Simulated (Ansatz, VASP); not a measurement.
One calculation of GaSb, two programs

The input POSCAR:

```
GaSb
1.0
   -2.7534340000      2.7534340000      1.5907070000
    2.7534340000     -2.7534340000      1.5907070000
    2.7534340000      2.7534340000     -1.5907070000
Ga Sb
1 1
Direct
    0.2500000000      0.7500000000      0.5000000000
    0.0000000000      0.0000000000      0.0000000000
```

INCAR.step1

```
SYSTEM = GaSb
ALGO = Normal
EDIFF = 1E-4
ENCUT = 520
GGA = PE
ISMEAR = -1
LASPH = .TRUE.
LCHARG = .FALSE.
LREAL = .FALSE.
LWAVE = .TRUE.
NBANDS = 16
NELM = 80
PREC = Accurate
SIGMA = 0.1
```

INCAR.step2

```
SYSTEM = GaSb
ALGO = Normal
EDIFF = 1E-6
ENCUT = 520
ISIF = 2
ISMEAR = -1
ISTART = 1
LASPH = .TRUE.
LCHARG = .TRUE.
LELF = .TRUE.
LMIXTAU = .TRUE.
LREAL = .FALSE.
LVHAR = .TRUE.
LWAVE = .FALSE.
METAGGA = R2SCAN
NBANDS = 16
NELM = 80
PREC = Accurate
SIGMA = 0.1
```

Contents of KPOINTS:

```
k-points
0
G
  6 6 6
  0 0 0
```

Input for Ansatz:

```yaml
crystal:
  lattice:
    - [-2.753434, 2.753434, 1.590707]
    - [2.753434, -2.753434, 1.590707]
    - [2.753434, 2.753434, -1.590707]
  atoms:
    - { symbol: Ga, position: [0.25, 0.75, 0.5] }
    - { symbol: Sb, position: [0.0, 0.0, 0.0] }
basis:
  ecutwfc: 530.0
kpoints:
  mp_grid:
    grid: [6, 6, 6]
hamiltonian:
  xc: r2scan
  pseudopotentials:
    kind: paw
scf:
  occupations:
    method: fermi_dirac
    width: 0.1
output:
  stress: true
```

Alike in both runs: task single point; functional r2SCAN; k mesh 6 × 6 × 6; occupations fermi-dirac, width 0.1 eV; no spin polarisation.

```csv
,VASP,Ansatz
version,VASP 6.6.1,Ansatz 0.2.0
potentials or method,"VASP PAW PBE potentials, release 64 (Ga_d, Sb), cutoff 520 eV","plane waves, PAW"
valence electrons in the cell,18,28
```

|  | VASP | Ansatz | Ansatz less VASP |
| --- | --- | --- | --- |
| pressure (GPa) | -1.1 | -1.1 | -0.03 |
| traceless stress, the component that is largest in VASP (GPa) | -1.99 | -1.91 | +0.076 |

VASP's potentials were made for PBE, not for r2SCAN. VASP's potentials hold 18 valence electrons a cell and Ansatz's 28, so a difference there can come from the potentials and not from the codes.

The k mesh is coarse, so the values compare programs but aren't converged. Spin-orbit coupling is off throughout.
